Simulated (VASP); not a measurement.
A run of VASP 6.6.1:

The input INCAR:

```
SYSTEM = ZnSe
  PREC = Accurate
  ENCUT = 520
  EDIFF = 1E-6
  ISMEAR = 0
  SIGMA = 0.01
  LREAL = .False.
  LASPH = .True.
  NELM = 100
  ALGO = Normal
  ISIF = 2
  LWAVE = .False.
  LCHARG = .False.
  GGA = PE
  NBANDS = 26
```

The input KPOINTS:

```
Automatic mesh
0
Gamma
  6 6 2
  0 0 0
```

File POSCAR:

```
ZnSe
1.0
    4.1513888412      0.0000000000      0.0000000000
   -2.0756944206      3.5952081974      0.0000000000
    0.0000000000      0.0000000000      6.1747441704
Zn Se
2 2
Direct
    0.3333333333      0.6666666667      0.2500000000
    0.6666666667      0.3333333333      0.7500000000
    0.6666666667      0.3333333333      0.2500000000
    0.3333333333      0.6666666667      0.7500000000
```

Potentials or basis: VASP PAW PBE potentials, release 64 (Zn, Se).

Command:

```bash
$ cat potpaw_PBE.64/Zn/POTCAR potpaw_PBE.64/Se/POTCAR > POTCAR
$ mpirun -np 1 vasp_std > vasp.out
```

Hardware: 1 thread of Intel(R) Xeon(R) Platinum 8488C (Sapphire Rapids) (shared host).

Question: Estimate the wall time of this run.

Answer: Run time: 26 s on 1 thread of Intel(R) Xeon(R) Platinum 8488C (Sapphire Rapids), with other jobs on the host, peak memory 0.21 GiB. Counts: scf iterations 14, k points 14.
